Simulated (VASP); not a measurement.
Input of a VASP 6.6.1 run:

INCAR

```
SYSTEM = CuO
  PREC = Accurate
  ENCUT = 820
  EDIFF = 1E-6
  ISMEAR = -1
  SIGMA = 0.05
  LREAL = .FALSE.
  LASPH = .TRUE.
  NELM = 200
  ALGO = Normal
  ISIF = 2
  LWAVE = .FALSE.
  LCHARG = .FALSE.
  LMAXMIX = 4
  LDAU = .TRUE.
  LDAUTYPE = 2
  LDAUL = 2 -1
  LDAUU = 3 0
  LDAUJ = 0 0
  LDAUPRINT = 1
  GGA = PS
  NBANDS = 33
  GGA_COMPAT = .FALSE.
```

The input KPOINTS:

```
Automatic mesh
0
G
  9 9 5
  0 0 0
```

POSCAR

```
CuO
1.0
    2.9035970644     -0.0155471590     -0.0036961955
    0.0238537616      2.9035311908     -0.0036902898
    0.0109042093      0.0107527557      5.1053414677
Cu O
2 2
Direct
    0.0000000000      0.5000000000      0.0000000000
    0.5000000000      0.0000000000      0.5000000000
    0.9996583766      0.0003417803      0.7500006248
    0.0003416234      0.9996582197      0.2499993752
```

Potentials or basis: VASP PAW PBE potentials, release 64 (Cu_sv_GW, O).

Run with:

```bash
$ cat potpaw_PBE.64/Cu_sv_GW/POTCAR potpaw_PBE.64/O/POTCAR > POTCAR
$ mpirun -np 1 vasp_std > vasp.out
```

**Question.** Predict the pressure.

**Answer.** -2.6 GPa.

**Question.** What does it give for the band gap on the k mesh?

**Answer.** Zero (bands 25 and 26 overlap by 1.01 eV).

Stress tensor (GPa, compression positive):
```
-2.46 -0.02 -0.01
-0.02 -2.46 -0.01
-0.01 -0.01 -2.79
```

Caveat: the PAW data sets were made with another functional, which shifts forces and pressure a little; U without spin polarisation on a metal has little footing.
